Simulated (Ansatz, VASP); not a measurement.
**Cu in VASP and in Ansatz**

```xyz
1
Lattice="11.5703 0.0000 0.0000 0.0000 2.2382 0.0000 -4.5956 0.0000 21.7434" Properties=species:S:1:pos:R:3 pbc="T T T"
Cu    3.4873    1.1191   10.8717
```

Alike in both runs: task single point; functional r2SCAN; k mesh 3 × 15 × 2; occupations gaussian, width 0.2 eV; no spin polarisation.

|  | VASP | Ansatz |
| --- | --- | --- |
| version | VASP 6.6.1 | Ansatz 0.2.0 |
| potentials or method | VASP PAW PBE potentials, release 64 (Cu), cutoff 520 eV | plane waves, PAW |
| valence electrons in the cell | 11 | 19 |

VASP gave:

| Quantity | Value |
| --- | --- |
| pressure (GPa) | 0.0 |
| traceless stress, the component that is largest in VASP (GPa) | 0.07 |

**Question.** Which values does Ansatz return?

**Answer.** Pressure (GPa): 0.0; traceless stress, the component that is largest in VASP (GPa): 0.05.

VASP's potentials were made for PBE, not for r2SCAN. The functional is the same, so the differences come from potentials, cutoffs and numerics. VASP's potentials hold 11 valence electrons a cell and Ansatz's 19, so a difference there can come from the potentials and not from the codes.
